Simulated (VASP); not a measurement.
Set up this calculation in VASP 6.6.1, as the native input.

- Task: single point
- Functional: revPBE
- Potentials or basis: VASP PAW PBE potentials, release 64 (Te)
- Cutoff: 520 eV
- k mesh: 13 × 13 × 13
- Occupations: fermi-dirac, width 0.1 eV
- Spin: no spin polarisation
- Dipole correction: no
- Further INCAR settings: ALGO = Normal; EDIFF = 1e-07; NBANDS = 9

The structure of Te lies in POSCAR:

```
Te
1.0
    0.0000000000      2.4971574498      2.4971574498
    2.4971574498      0.0000000000      2.4971574498
    2.4971574498      2.4971574498      0.0000000000
Te
1
Direct
    0.0000000000      0.0000000000      0.0000000000
```

This isn't the form of Te at room conditions, which is trigonal, of chains.

The input as run:

INCAR

```
SYSTEM = Te
PREC     = Accurate       ! precision mode
ENCUT    = 520            ! plane-wave cutoff, eV
EDIFF    = 1E-7           ! SCF threshold, eV
ISMEAR   = -1             ! smearing method
SIGMA    = 0.1            ! smearing width, eV
LREAL    = .FALSE.        ! projectors in reciprocal space
LASPH    = .TRUE.         ! aspherical terms in the spheres
NELM     = 100            ! most SCF steps
ALGO     = Normal         ! electronic algorithm
ISIF     = 2              ! what is computed and relaxed
LWAVE    = .FALSE.        ! write WAVECAR
LCHARG   = .FALSE.        ! write CHGCAR
GGA      = RE             ! functional
NBANDS   = 9              ! bands
```

KPOINTS

```
regular mesh
0
G
  13 13 13
  0 0 0
```

Potentials or basis: VASP PAW PBE potentials, release 64 (Te).

Run with:

```console
$ cat potpaw_PBE.64/Te/POTCAR > POTCAR
$ mpirun -np 1 vasp_std > vasp.out
```

It gave:

```
Pressure               : -3.2 GPa
Band gap on the k mesh : zero (bands 3 and 4 overlap by 4.15 eV)
```

Caveat: the cell stands under tension; the PAW data sets were made with another functional, which shifts forces and pressure a little; spin-orbit coupling is left out, which moves the levels of the heavy elements.

Run time: 16 s on 1 thread of Intel(R) Xeon(R) Platinum 8259CL CPU @ 2.50GHz (Skylake/Cascade Lake) (shared host), peak memory 0.16 GiB.
